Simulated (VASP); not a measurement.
Set up this calculation in VASP 6.6.1, as the native input.

* Task: relaxation of cell and atoms
* Functional: PBE
* Potentials or basis: VASP PAW PBE potentials, release 64 (Mo_sv)
* Cutoff: 500 eV
* k mesh: 9 × 9 × 12
* Occupations: fermi-dirac, width 0.08 eV
* Spin: no spin polarisation
* Target pressure: 100 GPa
* Dipole correction: no
* Further INCAR settings: ALGO = Normal; EDIFF = 1e-07; IBRION = 2; EDIFFG = -0.005; NSW = 60; ISIF = 3

The structure of Mo lies in POSCAR:

```
Mo
1.0
    4.1066391242      0.0000000000      0.0000000000
   -2.0533195621      3.5564538057      0.0000000000
    0.0000000000      0.0000000000      2.5461162570
Mo
3
Direct
    0.0000000000      0.0000000000      0.0000000000
    0.3333333333      0.6666666667      0.5000000000
    0.6666666667      0.3333333333      0.5000000000
```

This isn't the form of Mo at room conditions, which is bcc.

The input as run:

INCAR

```
SYSTEM = Mo
PREC     = Accurate       ! precision mode
ENCUT    = 500            ! plane-wave cutoff, eV
EDIFF    = 1E-7           ! SCF threshold, eV
ISMEAR   = -1             ! smearing method
SIGMA    = 0.08           ! smearing width, eV
LREAL    = .False.        ! projectors in reciprocal space
LASPH    = .True.         ! aspherical terms in the spheres
NELM     = 120            ! most SCF steps
ALGO     = Normal         ! electronic algorithm
ISIF     = 3              ! what is computed and relaxed
LWAVE    = .False.        ! write WAVECAR
LCHARG   = .False.        ! write CHGCAR
GGA      = PE             ! functional
IBRION   = 2              ! ionic algorithm
NSW      = 60             ! ionic steps
EDIFFG   = -0.005         ! ionic threshold
PSTRESS  = 1000.0       
GGA_COMPAT= .False.      
NELMIN   = 4
```

KPOINTS

```
regular mesh
0
Gamma
  9 9 12
  0 0 0
```

Potentials or basis: VASP PAW PBE potentials, release 64 (Mo_sv).

Run with:

```bash
$ cat potpaw_PBE.64/Mo_sv/POTCAR > POTCAR
$ mpirun -np 1 vasp_std > vasp.out
```

It gave:

```
Relaxed volume                                             : 12.55 Å³/atom
Relaxed cell                                               : a = 4.260 Å, b = 4.260 Å, c = 2.395 Å, α = 90.00°, β = 90.00°, γ = 120.00°
Space group after relaxing (to 0.1 Å)                      : P6/mmm (No. 191)
Energy change on relaxing (the run minimises the enthalpy) : -188.5 meV/atom
Ionic steps                                                : 11
Pressure after relaxing                                    : 100.0 GPa
Band gap on the k mesh                                     : zero (bands 21 and 22 overlap by 1.74 eV)
```

Caveat: the cell is relaxed towards a set pressure, so the run minimises the enthalpy, not the energy.

Wall time 3.9 min on 1 thread of Intel(R) Xeon(R) 6975P-C (Granite Rapids) (shared host), peak memory 0.19 GiB.
